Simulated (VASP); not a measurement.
Here is a VASP 6.6.1 calculation.

The input POSCAR:

```
La
1.0
    0.0000000000      3.3299115032      3.3299115032
    3.3299115032      0.0000000000      3.3299115032
    3.3299115032      3.3299115032      0.0000000000
La
2
Direct
    0.1250000000      0.1250000000      0.1250000000
    0.8750000000      0.8750000000      0.8750000000
```

Contents of INCAR.step1:

```
ALGO     = Normal         # electronic algorithm
EDIFF    = 1E-5           # SCF threshold, eV
ENCUT    = 550            # plane-wave cutoff, eV
GGA      = PE             # functional
GGA_COMPAT= False        
ISMEAR   = -1             # smearing method
LASPH    = True           # aspherical terms in the spheres
LCHARG   = False          # write CHGCAR
LMAXMIX  = 6              # l up to which the mixer works
LREAL    = False          # projectors in reciprocal space
LWAVE    = True           # write WAVECAR
NBANDS   = 18             # bands
NELM     = 200            # most SCF steps
PREC     = Accurate       # precision mode
SIGMA    = 0.1            # smearing width, eV
```

The input INCAR.step2:

```
ALGO     = Normal         # electronic algorithm
EDIFF    = 1E-6           # SCF threshold, eV
ENCUT    = 550            # plane-wave cutoff, eV
GGA_COMPAT= False        
ISIF     = 2              # what is computed and relaxed
ISMEAR   = -1             # smearing method
ISTART   = 1            
LASPH    = True           # aspherical terms in the spheres
LCHARG   = False          # write CHGCAR
LMAXMIX  = 6              # l up to which the mixer works
LMIXTAU  = True         
LREAL    = False          # projectors in reciprocal space
LWAVE    = False          # write WAVECAR
METAGGA  = R2SCAN         # meta-GGA
NBANDS   = 18             # bands
NELM     = 200            # most SCF steps
PREC     = Accurate       # precision mode
SIGMA    = 0.1            # smearing width, eV
```

The input KPOINTS:

```
k-points
0
Gamma
  9 9 9
```

Potentials or basis: VASP PAW PBE potentials, release 64 (La).

Launch:

```console
$ cat potpaw_PBE.64/La/POTCAR > POTCAR
$ cp INCAR.step1 INCAR
$ mpirun -np 1 vasp_std > vasp.out
$ cp INCAR.step2 INCAR
$ mpirun -np 1 vasp_std > vasp.out
```

(1) What does it give for the pressure?

(2) Estimate the band gap on the k mesh.

Answers

(1) -0.1 GPa.

(2) zero (bands 11 and 12 overlap by 0.12 eV).

Caveat: the PAW data sets were made with another functional, which shifts forces and pressure a little; spin-orbit coupling is left out, which moves the levels of the heavy elements.
